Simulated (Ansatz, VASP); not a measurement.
# One calculation of CdS, two programs

Contents of INCAR:

```
SYSTEM = CdS
ALGO     = Normal         ! electronic algorithm
EDIFF    = 1E-6           ! SCF threshold, eV
ENCUT    = 520            ! plane-wave cutoff, eV
ISIF     = 2              ! what is computed and relaxed
ISMEAR   = -1             ! smearing method
LASPH    = .TRUE.         ! aspherical terms in the spheres
LCHARG   = .TRUE.         ! write CHGCAR
LELF     = .TRUE.         ! ELF
LREAL    = .FALSE.        ! projectors in reciprocal space
LVHAR    = .TRUE.       
LWAVE    = .FALSE.        ! write WAVECAR
NBANDS   = 16             ! bands
NELM     = 100            ! most SCF steps
PREC     = Accurate       ! precision mode
SIGMA    = 0.08           ! smearing width, eV
```

The input KPOINTS:

```
k-points
0
G
  11 11 11
  0 0 0
```

The input POSCAR:

```
CdS
1.0
    0.0000000000      2.7583410927      2.7583410927
    2.7583410927      0.0000000000      2.7583410927
    2.7583410927      2.7583410927      0.0000000000
Cd S
1 1
Direct
    0.0000000000      0.0000000000      0.0000000000
    0.2500000000      0.2500000000      0.2500000000
```

Input for Ansatz:

```yaml
crystal:
  lattice:
    - [0.0, 2.7583410927, 2.7583410927]
    - [2.7583410927, 0.0, 2.7583410927]
    - [2.7583410927, 2.7583410927, 0.0]
  atoms:
    - { symbol: Cd, position: [0.0, 0.0, 0.0] }
    - { symbol: S, position: [0.25, 0.25, 0.25] }
kpoints:
  mp_grid: { grid: [11, 11, 11] }
scf:
  occupations: { method: fermi_dirac, width: 0.08 }
hamiltonian:
  xc: lda
  pseudopotentials: { kind: paw }
output:
  forces: true
  stress: true
  eigenvalues: true
  populations: true
```

Change from the starting cell: volume scaled by 0.88, PAW files.

Alike in both runs: task single point; functional LDA; k mesh 11 × 11 × 11; occupations fermi-dirac, width 0.08 eV; no spin polarisation.

|  | VASP | Ansatz |
| --- | --- | --- |
| version | VASP 6.6.1 | Ansatz 0.2.0 |
| potentials or method | VASP PAW LDA potentials, release 64 (Cd, S) | PAW with Ansatz's default frozen-core files, scalar-relativistic |
| plane-wave cutoff (eV) | 520 | 420 |
| valence electrons in the cell | 18 | 26 |

|  | VASP | Ansatz | Ansatz less VASP |
| --- | --- | --- | --- |
| pressure (GPa) | 12.6 | 11.7 | -0.94 |

LDA's correlation is that of Perdew and Zunger in VASP and of Perdew and Wang (1992) in Ansatz. VASP's potentials hold 18 valence electrons a cell and Ansatz's 26, so a difference there can come from the potentials and not from the codes.
